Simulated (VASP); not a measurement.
# Bi2B3Br (R3m) in VASP: further runs

Bi2B3Br is run at these levels: PBE; tasks: single point, relaxation of cell and atoms.

Everything below comes from runs of VASP 6.6.1. Logs are shortened: lines on timing, memory, paths and dates and some standing lists are left out, and cuts for length are marked.

## Step 1: The cell of the first run

The structure is trigonal, space group R3m (No. 160). The conventional cell has a = 6.607 Å, b = 6.607 Å, c = 10.625 Å, α = 90.00°, β = 90.00°, γ = 120.00°. B (site symmetry m) has 1 Br at 1.49 Å within 2.0 Å. Within 3.2 Å of Bi (site symmetry 3m) lie 3 B at 2.46 Å and 1 Br at 2.85 Å. Bi (site symmetry 3m) has 9 B at 2.95 to 3.47 Å and 4 Br at 3.22 to 3.83 Å within 3.9 Å. Br (site symmetry 3m) has 3 B at 1.49 Å within 2.0 Å.

## Step 2: Single point, PBE

Contents of INCAR:

```
PREC     = Accurate       # precision mode
ENCUT    = 520            # plane-wave cutoff, eV
EDIFF    = 1E-7           # SCF threshold, eV
ISMEAR   = 0              # smearing method
SIGMA    = 0.1            # smearing width, eV
LREAL    = False          # projectors in reciprocal space
LASPH    = True           # aspherical terms in the spheres
NELM     = 60             # most SCF steps
ALGO     = Normal         # electronic algorithm
ISIF     = 2              # what is computed and relaxed
LWAVE    = False          # write WAVECAR
LCHARG   = True           # write CHGCAR
GGA      = PE             # functional
LELF     = True           # ELF
LVHAR    = True         
NBANDS   = 32             # bands
```

Contents of KPOINTS:

```
Automatic mesh
0
Gamma
  3 3 3
```

Contents of POSCAR:

```
Bi2B3Br
1.0
    3.3036817200      1.9073815300      3.5418033300
   -3.3036817200      1.9073815300      3.5418033300
    0.0000000000     -3.8147630600      3.5418033300
B Bi Br
3 2 1
Direct
    0.1445593600      0.7879056100      0.1445593600
    0.1445593600      0.1445593600      0.7879056100
    0.7879056100      0.1445593600      0.1445593600
    0.3506147400      0.3506147400      0.3506147400
    0.7794442800      0.7794442800      0.7794442800
    0.0824475200      0.0824475200      0.0824475200
```

Potentials or basis: VASP PAW PBE potentials, release 64 (B, Bi_d, Br).

Launch:

```
cat potpaw_PBE.64/B/POTCAR potpaw_PBE.64/Bi_d/POTCAR potpaw_PBE.64/Br/POTCAR > POTCAR
mpirun -np 1 vasp_std > vasp.out
```

OUTCAR:

```text
PREC = Accurate
   ENCUT = 520
   EDIFF = 1E-7
   ISMEAR = 0
   LREAL = False
   LASPH = True
   NELM = 60
   ISIF = 2
   GGA = PE

 ion  position               nearest neighbor table
   1  0.145  0.788  0.145-   6 1.49   4 2.46   5 2.95
   2  0.145  0.145  0.788-   6 1.49   4 2.46   5 2.95
   3  0.788  0.145  0.145-   6 1.49   4 2.46   5 2.95
   4  0.351  0.351  0.351-   2 2.46   1 2.46   3 2.46   6 2.85
   5  0.779  0.779  0.779-   2 2.95   1 2.95   3 2.95   6 3.22
   6  0.082  0.082  0.082-   2 1.49   1 1.49   3 1.49   4 2.85   5 3.22

  LATTYP: Found a trigonal (rhomboedric) cell.
 ALAT       =     5.2054575242
 COS(alpha) =     0.1944201732

  Lattice vectors:

 A1 = (   3.3036817200,   1.9073815300,   3.5418033300)
 A2 = (  -3.3036817200,   1.9073815300,   3.5418033300)
 A3 = (   0.0000000000,  -3.8147630600,   3.5418033300)

Analysis of symmetry for initial positions (statically):
=====================================================================
 Subroutine PRICEL returns:
 Original cell was already a primitive cell.

 Routine SETGRP: Setting up the symmetry group for a
 trigonal (rhombohedral) supercell.

 Subroutine GETGRP returns: Found  6 space group operations
 (whereof  6 operations were pure point group operations)
 out of a pool of 12 trial point group operations.

The static configuration has the point symmetry C_3v.

Analysis of symmetry for dynamics (positions and initial velocities):
=====================================================================
 Subroutine PRICEL returns:
 Original cell was already a primitive cell.

 Routine SETGRP: Setting up the symmetry group for a
 trigonal (rhombohedral) supercell.

 Subroutine GETGRP returns: Found  6 space group operations
 (whereof  6 operations were pure point group operations)
 out of a pool of 12 trial point group operations.

The dynamic configuration has the point symmetry C_3v.

 Subroutine INISYM returns: Found  6 space group operations
 (whereof  6 operations are pure point group operations),
 and found     1 'primitive' translations

----------------------------------------------------------------------------------------

                                     Primitive cell

  volume of cell :     133.9095

  direct lattice vectors                    reciprocal lattice vectors
     3.303681720  1.907381530  3.541803330     0.151346299  0.087379826  0.094114015
    -3.303681720  1.907381530  3.541803330    -0.151346299  0.087379826  0.094114015
     0.000000000 -3.814763060  3.541803330     0.000000000 -0.174759652  0.094114015

  length of vectors
     5.205457524  5.205457524  5.205457524     0.198490262  0.198490262  0.198490262

  position of ions in fractional coordinates (direct lattice)
     0.144559360  0.787905610  0.144559360
     0.144559360  0.144559360  0.787905610
     0.787905610  0.144559360  0.144559360
     0.350614740  0.350614740  0.350614740
     0.779444280  0.779444280  0.779444280
     0.082447520  0.082447520  0.082447520

  ion indices of the primitive-cell ions
   primitive index   ion index
                 1           1
                 2           2
                 3           3
                 4           4
                 5           5
                 6           6

----------------------------------------------------------------------------------------

 KPOINTS: Automatic mesh

Automatic generation of k-mesh.
 Grid dimensions read from file:
 generate k-points for:    3    3    3

 Generating k-lattice:

  Cartesian coordinates                     Fractional coordinates (reciprocal lattice)
     0.050448766  0.029126609  0.031371338     0.333333333  0.000000000  0.000000000
    -0.050448766  0.029126609  0.031371338     0.000000000  0.333333333  0.000000000
     0.000000000 -0.058253217  0.031371338     0.000000000  0.000000000  0.333333333

  Length of vectors
     0.066163421  0.066163421  0.066163421

  Shift w.r.t. Gamma in fractional coordinates (k-lattice)
     0.000000000  0.000000000  0.000000000

 Subroutine IBZKPT returns following result:
 ===========================================

 Found      6 irreducible k-points:

 Following reciprocal coordinates:
            Coordinates               Weight
  0.000000  0.000000  0.000000      1.000000
  0.333333  0.000000  0.000000      6.000000
  0.333333  0.333333  0.000000      6.000000
 -0.333333  0.333333  0.000000      6.000000
  0.333333  0.333333  0.333333      2.000000
 -0.333333  0.333333  0.333333      6.000000
   k-points           NKPTS =      6   k-points in BZ     NKDIM =      6   number of bands    NBANDS=     32
   number of dos      NEDOS =    301   number of ions     NIONS =      6
   total plane-waves  NPLWV =  64000
   dimension x,y,z NGX =    40 NGY =   40 NGZ =   40
   dimension x,y,z NGXF=    80 NGYF=   80 NGZF=   80
   ions per type =               3   2   1
   NGX,Y,Z   is equivalent  to a cutoff of  12.77, 12.77, 12.77 a.u.
   NGXF,Y,Z  is equivalent  to a cutoff of  25.55, 25.55, 25.55 a.u.
 SYSTEM =  unknown system
   PREC   = accura    normal or accurate (medium, high low for compatibility)
   ISTART =      0    job   : 0-new  1-cont  2-samecut
   ICHARG =      2    charge: 1-file 2-atom 10-const
   ISPIN  =      1    spin polarized calculation?
   LNONCOLLINEAR =      F non collinear calculations
   LSORBIT =      F    spin-orbit coupling
   LASPH  =      T    aspherical Exc in radial PAW
   ENCUT  =  520.0 eV  38.22 Ry    6.18 a.u.   9.68  9.68  9.68*2*pi/ulx,y,z
   NELM   =     60;   NELMIN=  2; NELMDL= -5     # of ELM steps
   EDIFF  = 0.1E-06   stopping-criterion for ELM
   LREAL  =      F    real-space projection
   EDIFFG = 0.1E-05   stopping-criterion for IOM
   NSW    =      0    number of steps for IOM
   IBRION =     -1    ionic relax: 0-MD 1-quasi-New 2-CG
   NFREE  =      0    steps in history (QN), initial steepest desc. (CG)
   ISIF   =      2    stress and relaxation
   ISYM   =      2    0-nonsym 1-usesym 2-fastsym
   POTIM  = 0.5000    time-step for ionic-motion
   TEBEG  =    0.0;   TEEND  =   0.0 temperature during run
   PSTRESS=    0.0 pullay stress
   NELECT =      46.0000    total number of electrons
   NUPDOWN=      -1.0000    fix difference up-down
   EMIN   =  10.00;   EMAX   =-10.00  energy-range for DOS
   EFERMI =   0.00;   METHOD = LEGACY
   ISMEAR =     0;   SIGMA  =   0.10  broadening in eV -4-tet -1-fermi 0-gaus
   EFERMI_NEDOS =   21; number of points for ismear=-14 and -15
   IALGO  =     38    algorithm
   IMIX   =      4    mixing-type and parameters
     AMIX     =   0.40;   BMIX     =  1.00
     AMIX_MAG =   1.60;   BMIX_MAG =  1.00
  volume/ion in A,a.u.               =      22.32       150.61
  Fermi-wavevector in a.u.,A,eV,Ry     =   1.146543  2.166652 17.885681  1.314560
  Thomas-Fermi vector in A             =   2.283227
   LORBIT       =      0    0 simple, 1 ext, 2 COOP (PROOUT), +10 PAW based schemes
   GGA     = PE    functional components
   LHFCALC =     F    Hartree Fock is set to
   AEXX    =    0.0000 exact exchange contribution
   IVDW    =     0    specifies the selected vdW correction
   LEPSILON=     F    determine dielectric tensor
   LRPA    =     F    only Hartree local field effects (RPA)
 non-spin polarized calculation
 Gauss-broadening in eV      SIGMA  =   0.10
  energy-cutoff  :      520.00
  volume of cell :      133.91
 maximum number of plane-waves:      3614
   NGX = 19   NGY = 19   NGZ = 19

 number of electron      46.0000010 magnetization

 Free energy of the ion-electron system (eV)
  ---------------------------------------------------
  ext. energy  EPLUGINS =         0.00000000
  ---------------------------------------------------
  free energy    TOTEN  =        -5.93878427 eV

  energy without entropy =       -5.89932578  energy(sigma->0) =       -5.91905502

 E-fermi :   4.9082     XC(G=0):  -9.2047

 val. band max:        4.9046920042   @ k =   0.3333   0.3333   0.0000
 cond. band min:       4.9348068964   @ k =  -0.3333   0.3333   0.3333
 fundamental gap:      0.0301148922
 Fermi energy:         4.9082076958

 k-point     1 :       0.0000    0.0000    0.0000
  band No.  band energies     occupation
      1     -18.4539      2.00000
      2     -18.1999      2.00000
      3     -18.1999      2.00000
      4     -18.1307      2.00000
      5     -18.1307      2.00000
      6     -18.1267      2.00000
[... 24 lines left out ...]
     31       8.5997      0.00000
     32      11.1067      0.00000

 k-point     2 :       0.3333    0.0000    0.0000
  band No.  band energies     occupation
      1     -18.4642      2.00000
      2     -18.2000      2.00000
      3     -18.1972      2.00000
      4     -18.1350      2.00000
      5     -18.1288      2.00000
      6     -18.1264      2.00000
[... 24 lines left out ...]
     31       9.6992      0.00000
     32      10.8008      0.00000

 k-point     3 :       0.3333    0.3333    0.0000
  band No.  band energies     occupation
      1     -18.4728      2.00000
      2     -18.2003      2.00000
      3     -18.1991      2.00000
      4     -18.1358      2.00000
      5     -18.1282      2.00000
      6     -18.1264      2.00000
[... 24 lines left out ...]
     31      10.1173      0.00000
     32      10.5901      0.00000

 k-point     4 :      -0.3333    0.3333    0.0000
  band No.  band energies     occupation
      1     -18.4747      2.00000
      2     -18.1999      2.00000
      3     -18.1982      2.00000
      4     -18.1327      2.00000
      5     -18.1271      2.00000
      6     -18.1252      2.00000
[... 24 lines left out ...]
     31       9.8197      0.00000
     32      10.4380      0.00000

 k-point     5 :       0.3333    0.3333    0.3333
  band No.  band energies     occupation
      1     -18.4818      2.00000
      2     -18.1994      2.00000
      3     -18.1994      2.00000
      4     -18.1303      2.00000
      5     -18.1277      2.00000
      6     -18.1277      2.00000
[... 24 lines left out ...]
     31       9.4502      0.00000
     32      11.1417      0.00000

 k-point     6 :      -0.3333    0.3333    0.3333
  band No.  band energies     occupation
      1     -18.4829      2.00000
      2     -18.1999      2.00000
      3     -18.1992      2.00000
      4     -18.1321      2.00000
      5     -18.1269      2.00000
      6     -18.1240      2.00000
[... 24 lines left out ...]
     31       9.9226      0.00000
     32      10.7293      0.00000

------------------------ aborting loop because EDIFF is reached ----------------------------------------

  FORCE on cell =-STRESS in cart. coord.  units (eV):
  Direction    XX          YY          ZZ          XY          YZ          ZX
  --------------------------------------------------------------------------------------
  -------------------------------------------------------------------------------------
  Total       36.7668036     36.7668036     17.4189163      0.0000000     -0.0000000      0.0000000
  in kB      439.9010434    439.9010432    208.4108134      0.0000000     -0.0000000      0.0000000
  external PRESSURE =     362.7376334 kB  Pullay stress =       0.0000000 kB

 VOLUME and BASIS-vectors are now :
 -----------------------------------------------------------------------------
  energy-cutoff  :      520.00
  volume of cell :      133.91
      direct lattice vectors                 reciprocal lattice vectors
     3.303681720  1.907381530  3.541803330     0.151346299  0.087379826  0.094114015
    -3.303681720  1.907381530  3.541803330    -0.151346299  0.087379826  0.094114015
     0.000000000 -3.814763060  3.541803330     0.000000000 -0.174759652  0.094114015

 POSITION                                       TOTAL-FORCE (eV/Angst)
 -----------------------------------------------------------------------------------
     -2.12541      1.22711      3.81461        17.464569    -10.083174    -10.035630
      0.00000     -2.45421      3.81461         0.000000     20.166347    -10.035630
      2.12541      1.22711      3.81461       -17.464569    -10.083174    -10.035630
      0.00000      0.00000      3.72543         0.000000      0.000000      1.769410
      0.00000      0.00000      8.28192         0.000000      0.000000      1.066454
      0.00000      0.00000      0.87604         0.000000      0.000000     27.271025
 -----------------------------------------------------------------------------------
    total drift:                               -0.000000      0.000000     -0.001871

  FREE ENERGIE OF THE ION-ELECTRON SYSTEM (eV)
  ---------------------------------------------------
  free  energy   TOTEN  =        -5.9387842653 eV

  energy  without entropy=       -5.8993257790  energy(sigma->0) =       -5.91905502
```

It took 18 s on 1 thread of Intel Xeon 6975P-C (Granite Rapids), shared host; peak memory 0.24 GiB.

What came out:

* Free energy: -5.9388 eV
* Pressure: 36.3 GPa
* Largest force: 27.271 eV/Å
* Band gap on the k mesh: zero (band 23 reaches 5.24 eV, above the bottom of band 24 at 3.80 eV)

Forces in eV/Å, atoms in the order of the input:
```
B    17.465 -10.083 -10.036
B     0.000  20.166 -10.036
B   -17.465 -10.083 -10.036
Bi    0.000   0.000   1.769
Bi    0.000   0.000   1.066
Br    0.000   0.000  27.271
```

Levels at points of the mesh, in eV from the Fermi level:
```
           k point  band 21  band 22  band 23  band 24  band 25  band 26
(0.00, 0.00, 0.00)    -1.56    -1.15    -1.15    -1.11     0.95     2.11
```

Caveat: the k points lie up to 0.42 Å⁻¹ apart; spin-orbit coupling is left out, which moves the levels of the heavy elements; forces of over 1 eV/Å act on the atoms, so gaps and moduli don't describe the material at rest.

(Continued in part 2 of 2.)
